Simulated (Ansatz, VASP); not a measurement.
This is a calculation of SnSe for VASP 6.6.1.

The input INCAR:

```
SYSTEM = SnSe
  ALGO = Normal
  EDIFF = 1E-6
  ENCUT = 520
  GGA = PS
  ISIF = 2
  ISMEAR = 0
  LASPH = .TRUE.
  LCHARG = .TRUE.
  LELF = .TRUE.
  LREAL = .FALSE.
  LVHAR = .TRUE.
  LWAVE = .FALSE.
  NBANDS = 17
  NELM = 100
  PREC = Accurate
  SIGMA = 0.1
```

File KPOINTS:

```
k-points
0
G
  8 8 8
  0 0 0
```

File POSCAR:

```
SnSe
1.0
    4.2567828200      0.0000000000      0.0000000000
    2.1283914100      3.6864820605      0.0000000000
    2.1283914100      1.2288273535      3.4756486183
Sn Se
1 1
Direct
    0.0000000000      0.0000000000      0.0000000000
    0.5000000000      0.5000000000      0.5000000000
```

Potentials or basis: VASP PAW PBE potentials, release 64 (Sn_d, Se).

Command:

```bash
$ cat potpaw_PBE.64/Sn_d/POTCAR potpaw_PBE.64/Se/POTCAR > POTCAR
$ mpirun -np 1 vasp_std > vasp.out
```

**Question.** Set up the same calculation for Ansatz 0.2.0. Potentials there: Ansatz PAW.

**Answer.** As run (the cutoff follows the program's own potentials):

Contents of input.yaml:

```yaml
crystal:
  lattice:
    - [4.25678282, 0.0, 0.0]
    - [2.12839141, 3.6864820605, 0.0]
    - [2.12839141, 1.2288273535, 3.4756486183]
  atoms:
    - { symbol: Sn, position: [0.0, 0.0, 0.0] }
    - { symbol: Se, position: [0.5, 0.5, 0.5] }
hamiltonian:
  xc: pbesol
  pseudopotentials: { kind: paw }
kpoints:
  mp_grid: { grid: [8, 8, 8] }
scf:
  occupations: { method: gaussian, width: 0.1 }
output:
  forces: true
  stress: true
  eigenvalues: true
```

Potentials or basis: Ansatz PAW.

The run is started by

```sh
$ ansatz run input.yaml --threads 1 --pin off --max-ram 3584MiB --backend cpu --events-out ev --progress --plain --runs-dir out
```

Both were run:

|  | VASP | Ansatz | Ansatz less VASP |
| --- | --- | --- | --- |
| gap on the k mesh at the Fermi level (eV) | 0.65 | 0.65 | -0.002 |
| least direct gap on the mesh (eV) | 0.65 | 0.65 | -0.002 |
| pressure (GPa) | -1.9 | -1.9 | -0.01 |

VASP's potentials were made for PBE, not for PBEsol. VASP's potentials hold 20 valence electrons a cell and Ansatz's 30, so a difference there can come from the potentials and not from the codes.
